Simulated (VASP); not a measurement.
Set up this calculation in VASP 6.6.1, as the native input.

| Quantity | Value |
| --- | --- |
| Task | single point |
| Functional | PBEsol |
| Potentials or basis | VASP PAW PBE potentials, release 64 (W_sv, C) |
| Cutoff | 520 eV |
| k mesh | 2 × 2 × 1 |
| Occupations | fermi-dirac, width 0.05 eV |
| Spin | no spin polarisation |
| Dipole correction | no |
| Further INCAR settings | LREAL = Auto; ALGO = Normal; EDIFF = 1e-07; NBANDS = 86 |

The structure of WC lies in POSCAR:

```
WC
1.0
    5.7996800000      0.0000000000      0.0000000000
   -2.8998400000      5.0226700000      0.0000000000
    0.0000000000      0.0000000000     15.2562950000
W C
8 8
Direct
    0.0000000000      0.0000000000      0.0655467137
    0.0135740636     -0.0169232699      0.2550684816
   -0.0000000357      0.4999930316      0.0655467137
    0.0041063952      0.4966880165      0.2539345234
    0.4999931031      0.0000000000      0.0655467137
    0.5071810996     -0.0037629388      0.2525121597
    0.4999930673      0.4999930316      0.0655467137
    0.5004757499      0.4961305441      0.2493528081
    0.3301865363      0.1735531102      0.1481093542
    0.3541316398      0.1649919266      0.3257540576
    0.3570033043      0.6870051188      0.1539692304
    0.3171495985      0.6564038649      0.3299359379
    0.8364175520      0.1238186064      0.1505280279
    0.8697765088      0.1982610842      0.3275631469
    0.8305302195      0.6765923304      0.1580593453
    0.8334401557      0.6926196625      0.3413803941
```

These files were run (other wordings do the same):

INCAR

```
SYSTEM = WC
  ALGO = Normal
  EDIFF = 1E-7
  ENCUT = 520
  GGA = PS
  ISIF = 2
  ISMEAR = -1
  LASPH = .True.
  LCHARG = .True.
  LELF = .True.
  LREAL = Auto
  LVHAR = .True.
  LWAVE = .False.
  NBANDS = 86
  NELM = 80
  PREC = Accurate
  SIGMA = 0.05
```

KPOINTS

```
k-points
0
Gamma
  2 2 1
  0 0 0
```

Potentials or basis: VASP PAW PBE potentials, release 64 (W_sv, C).

The run is started by

```console
$ cat potpaw_PBE.64/W_sv/POTCAR potpaw_PBE.64/C/POTCAR > POTCAR
$ mpirun -np 1 vasp_std > vasp.out
```

Results of the run:

```json
{
 "Largest force": "3.708 eV/Å",
 "Band gap on the k mesh": "zero (bands 72 and 73 overlap by 0.52 eV)"
}
```

Caveat: the k points lie up to 0.63 Å⁻¹ apart, too coarse for converged energies and pressures of a metal; there is no dipole correction, which matters where the two faces differ; the PAW data sets were made with another functional, which shifts forces and pressure a little; spin-orbit coupling is left out, which moves the levels of the heavy elements.

Run time: 11 min on 1 thread of AMD EPYC 7R13 Processor (Zen 3), with other jobs on the host, peak memory 0.57 GiB.
